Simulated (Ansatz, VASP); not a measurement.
## Two plane-wave programs on S

INCAR

```
SYSTEM = S
PREC     = Accurate       ! precision mode
ENCUT    = 520            ! plane-wave cutoff, eV
EDIFF    = 1E-6           ! SCF threshold, eV
ISMEAR   = 0              ! smearing method
SIGMA    = 0.15           ! smearing width, eV
LREAL    = .False.        ! projectors in reciprocal space
LASPH    = .True.         ! aspherical terms in the spheres
NELM     = 100            ! most SCF steps
ALGO     = Normal         ! electronic algorithm
ISIF     = 2              ! what is computed and relaxed
LWAVE    = .False.        ! write WAVECAR
LCHARG   = .False.        ! write CHGCAR
NBANDS   = 9              ! bands
```

The input KPOINTS:

```
Automatic mesh
0
Gamma
  20 20 20
  0 0 0
```

The input POSCAR:

```
S
1.0
    0.0000000000      2.0242655992      1.9943503440
    1.9943503440      0.0000000000      1.9943503440
    1.9943503440      2.0242655992      0.0000000000
S
1
Direct
    0.0000000000      0.0000000000      0.0000000000
```

Input for Ansatz:

```yaml
crystal:
  lattice:
    - [0.0, 2.0242655992, 1.994350344]
    - [1.994350344, 0.0, 1.994350344]
    - [1.994350344, 2.0242655992, 0.0]
  atoms:
    - { symbol: S, position: [0.0, 0.0, 0.0] }
basis:
  ecutwfc: 420
kpoints:
  mp_grid: { grid: [20, 20, 20] }
hamiltonian:
  xc: lda
scf:
  occupations: { method: gaussian, width: 0.15 }
output:
  forces: true
  stress: true
  eigenvalues: true
```

Change from the starting cell: strain +0.0150 x Voigt [0, 1, 0, 0, 0, 0], atoms carried along.

Alike in both runs: task single point; functional LDA; k mesh 20 × 20 × 20; occupations gaussian, width 0.15 eV; no spin polarisation.

|  | VASP | Ansatz |
| --- | --- | --- |
| version | VASP 6.6.1 | Ansatz 0.2.0 |
| potentials or method | VASP PAW LDA potentials, release 64 (S), cutoff 520 eV | scalar-relativistic, plane waves, PAW |
| valence electrons in the cell | 6 | 6 |

```tsv
	VASP	Ansatz	Ansatz less VASP
gap on the k mesh at the Fermi level (eV)	none	none	-
pressure (GPa)	-7.6	-7.6	+0.04
traceless stress, the component that is largest in VASP (GPa)	0.87	0.87	+0.004
```

LDA's correlation is that of Perdew and Zunger in VASP and of Perdew and Wang (1992) in Ansatz. A gap of «none» marks a metal or a gap that the smearing closes.
